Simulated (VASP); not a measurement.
**Nb: single point with RPBE**

The system is Nb.

```
Nb
1.0
     0.00000    3.06205    3.06205
     3.06205    0.00000    3.06205
     3.06205    3.06205    0.00000
Nb
2
Direct
  0.12500 0.12500 0.12500
  0.87500 0.87500 0.87500
```

This cell differs from its parent crystal: volume scaled by 1.08.

```yaml
Program: VASP 6.6.1
Task: single point
Functional: RPBE
Potentials_or_basis: VASP PAW PBE potentials, release 64 (Nb_sv)
Cutoff: 520 eV
k_mesh: 10 × 10 × 10
Occupations: fermi-dirac, width 0.1 eV
Spin: no spin polarisation
```

The pressure is -4.0 GPa. The band gap on the k mesh is zero (band 13 reaches 6.15 eV, above the bottom of band 14 at 5.12 eV).

Levels at points of the mesh, in eV from the Fermi level:
| k point | band 10 | band 11 | band 12 | band 13 | band 14 | band 15 | band 16 | band 17 |
| --- | --- | --- | --- | --- | --- | --- | --- | --- |
| (0.00, 0.00, 0.00) | -1.12 | -1.12 | -0.47 | -0.47 | -0.47 | 1.75 | 1.75 | 1.75 |
| (0.50, 0.00, 0.00) | -1.20 | -0.96 | -0.96 | -0.60 | -0.60 | 0.44 | 2.68 | 2.68 |
| (0.50, 0.50, 0.00) | -1.93 | -0.54 | -0.54 | 0.07 | 0.07 | 1.32 | 1.32 | 4.22 |

Wall time 29 s on 1 thread of Intel(R) Xeon(R) Platinum 8488C (Sapphire Rapids) (shared host), peak memory 0.19 GiB.

Caveat: the PAW data sets were made with another functional, which shifts forces and pressure a little.
